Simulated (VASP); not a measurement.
Set up this calculation in VASP 6.6.1, as the native input.

```yaml
Task: single point
Functional: LDA
Potentials_or_basis: VASP PAW LDA potentials, release 64 (Mg, O)
Cutoff: 520 eV
k_mesh: 8 × 8 × 8
Occupations: gaussian, width 0.1 eV
Spin: no spin polarisation
Dipole_correction: no
Further_INCAR_settings: ALGO = Normal; EDIFF = 1e-06; NBANDS = 11
```

The structure of MgO (vib) lies in POSCAR:

```
MgO
1.0
    0.0000000000      2.0816499862      2.0816499862
    2.0816499862      0.0000000000      2.0816499862
    2.0816499862      2.0816499862      0.0000000000
Mg O
1 1
Direct
    0.0000000000      0.0000000000      0.0000000000
    0.5000000000      0.5000000000      0.5000000000
```

These files were run (other wordings do the same):

INCAR

```
PREC = Accurate
ENCUT = 520
EDIFF = 1E-6
ISMEAR = 0
SIGMA = 0.1
LREAL = F
LASPH = T
NELM = 80
ALGO = Normal
ISIF = 2
LWAVE = F
LCHARG = F
NBANDS = 11
```

KPOINTS

```
Automatic mesh
0
Gamma
  8 8 8
```

Potentials or basis: VASP PAW LDA potentials, release 64 (Mg, O).

Run with:

```sh
$ cat potpaw_LDA.64/Mg/POTCAR potpaw_LDA.64/O/POTCAR > POTCAR
$ mpirun -np 1 vasp_std > vasp.out
```

Results of the run:

```json
{"Pressure": "-2.2 GPa", "Band gap on the k mesh": "5.00 eV, direct"}
```

Run time: 5.3 s on 1 thread of AMD EPYC 7R13 Processor (Zen 3), with other jobs on the host, peak memory 0.1 GiB.
